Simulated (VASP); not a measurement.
BN, 2 atoms in the cell. The structure is orthorhombic, space group Fmm2 (No. 42). Conventional cell: a = 2.503 Å, b = 6.991 Å, c = 4.332 Å, α = 90.00°, β = 90.00°, γ = 90.00°. Within 1.9 Å of N (site symmetry mm2) lie 3 B at 1.44 Å. Within 1.9 Å of B (site symmetry mm2) lie 3 N at 1.44 Å. 

| Property | Result |
| --- | --- |
| Program | VASP 6.6.1 |
| Task | electric field gradients |
| Functional | PBE |
| Potentials or basis | VASP PAW PBE potentials, release 64 (N, B) |
| Cutoff | 520 eV |
| k mesh | 13 × 13 × 13 |
| Occupations | fermi-dirac, width 0.05 eV |
| Spin | no spin polarisation |
| Dipole correction | no |
| Further INCAR settings | ALGO = Normal; EDIFF = 1e-08; NBANDS = 11 |

Potentials or basis: VASP PAW PBE potentials, release 64 (N, B).

Run with:

```bash
$ cat potpaw_PBE.64/N/POTCAR potpaw_PBE.64/B/POTCAR > POTCAR
$ mpirun -np 1 vasp_std > vasp.out
```

Hardware: 1 thread of AMD EPYC 7R43 64-Core Processor (Zen 3), with other jobs on the host.

**Question.** How long does it take, and how much memory?

**Answer.** Run time: 110 s on 1 thread of AMD EPYC 7R43 64-Core Processor (Zen 3), on a shared host, peak memory 0.15 GiB. Counts: scf iterations 15, k points 343.
